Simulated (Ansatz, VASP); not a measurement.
## One calculation of Zr, two programs

Contents of INCAR:

```
PREC = Accurate ; ENCUT = 600
EDIFF = 1E-6 ; ISMEAR = 0
SIGMA = 0.05 ; LREAL = F
LASPH = T ; NELM = 80
ALGO = Normal ; ISIF = 3
LWAVE = F ; LCHARG = F
GGA = PS ; IBRION = 2
NSW = 80 ; EDIFFG = -0.01
```

The input KPOINTS:

```
regular mesh
0
Gamma
  16 16 8
```

File POSCAR:

```
Zr
1.0
    3.2300000000      0.0000000000      0.0000000000
   -1.6150000000      2.7972620542      0.0000000000
    0.0000000000      0.0000000000      5.1453900000
Zr
2
Direct
    0.3333333333      0.6666666667      0.7500000000
    0.6666666667      0.3333333333      0.2500000000
```

Input for Ansatz:

```yaml
crystal:
  lattice:
    - [3.23, 0.0, 0.0]
    - [-1.615, 2.7972620542, 0.0]
    - [0.0, 0.0, 5.14539]
  atoms:
    - { symbol: Zr, position: [0.3333333333, 0.6666666667, 0.75] }
    - { symbol: Zr, position: [0.6666666667, 0.3333333333, 0.25] }
basis:
  ecutwfc: 600
  ecutrho_ratio: 5
kpoints:
  mp_grid: { grid: [16, 16, 8] }
hamiltonian:
  xc: pbesol
scf:
  occupations: { method: gaussian, width: 0.05 }
output:
  forces: true
  stress: true
  eigenvalues: true
relax:
  f_tol: 0.01
  max_steps: 60
  cell: { stress_tol: 0.15 }
```

Alike in both runs: task relaxation of cell and atoms; functional PBEsol; k mesh 16 × 16 × 8; occupations gaussian, width 0.05 eV; no spin polarisation.

|  | VASP | Ansatz |
| --- | --- | --- |
| version | VASP 6.6.1 | Ansatz 0.2.0 |
| potentials or method | VASP PAW PBE potentials, release 64 (Zr_sv), cutoff 600 eV | scalar-relativistic, plane waves, PAW |
| valence electrons in the cell | 24 | 24 |

```csv
,VASP,Ansatz,Ansatz less VASP
relaxed volume (Å³/atom),22.48,22.47,-0.008
relaxed cell length with the largest relative difference (Å),5.111,5.107,-0.0037
```

VASP's potentials were made for PBE, not for PBEsol.
